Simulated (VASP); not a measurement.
A run of VASP 6.6.1 is set up as follows.

INCAR

```
ALGO = Normal
EDIFF = 1E-6
ENCUT = 520
GGA = RP
ISIF = 2
ISMEAR = -1
ISPIN = 2
IVDW = 12
LASPH = True
LCHARG = False
LMAXMIX = 4
LORBIT = 11
LREAL = False
LWAVE = False
MAGMOM = 0 3
NBANDS = 20
NELM = 150
PREC = Accurate
SIGMA = 0.05
```

The input KPOINTS:

```
k-points
0
Gamma
  10 10 7
```

Contents of POSCAR:

```
FePt
1.0
    2.6251214049      0.0000000000      0.0000000000
    0.0000000000      2.6251214049      0.0000000000
    0.0000000000      0.0000000000      3.5788124440
Pt Fe
1 1
Direct
    0.5000000000      0.5000000000      0.5000000000
    0.0000000000      0.0000000000      0.0000000000
```

Potentials or basis: VASP PAW PBE potentials, release 64 (Pt, Fe).

The run is started by

```console
$ cat potpaw_PBE.64/Pt/POTCAR potpaw_PBE.64/Fe/POTCAR > POTCAR
$ mpirun -np 1 vasp_std > vasp.out
```

(1) What does it give for the dispersion energy per atom?

(2) Predict the net moment.

(3) Predict the pressure.

Results:

(1) -3.237 eV.

(2) 3.16 μB per cell.

(3) -0.6 GPa.

Caveat: the PAW data sets were made with another functional, which shifts forces and pressure a little; pairwise dispersion overbinds metals, which lowers pressure and volume.
